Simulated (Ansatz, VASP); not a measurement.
## One calculation of TaN, two programs

```
Ta N
1.0
     5.20509    0.00000    0.00000
    -2.60254    4.50774    0.00000
     0.00000    0.00000    2.90359
Ta N
3 3
Cartesian
  0.0302 0.0111 0.0263
  0.0147 2.9761 1.4478
  2.5911 1.5362 1.4556
  2.5900 -0.0266 -0.0110
  1.2724 2.2571 -0.0149
  -1.2933 2.2616 -0.0003
```

Change from the starting cell: all atoms moved at random, sigma 0.02 Å a component.

Alike in both runs: task single point; functional PBEsol; k mesh 6 × 6 × 12; occupations gaussian, width 0.15 eV; no spin polarisation.

|  | VASP | Ansatz |
| --- | --- | --- |
| version | VASP 6.6.1 | Ansatz 0.2.0 |
| potentials or method | VASP PAW PBE potentials, release 64 (Ta_pv, N), cutoff 520 eV | scalar-relativistic, plane waves, PAW |
| valence electrons in the cell | 48 | 54 |

```tsv
	VASP	Ansatz	Ansatz less VASP
gap on the k mesh at the Fermi level (eV)	none	none	-
pressure (GPa)	1.5	0.5	-0.92
traceless stress, the component that is largest in VASP (GPa)	-2.28	-2.12	+0.156
rms of the force components (eV/Å)	0.587	0.582	-0.0051
```

VASP's potentials were made for PBE, not for PBEsol. Atom by atom the forces differ by 0.006 eV/Å (rms over components). A gap of «none» marks a metal or a gap that the smearing closes. With one functional, cell and mesh, what is left measures potentials, basis and numerics. VASP's potentials hold 48 valence electrons a cell and Ansatz's 54, so a difference there can come from the potentials and not from the codes.

Spin-orbit coupling is off throughout.
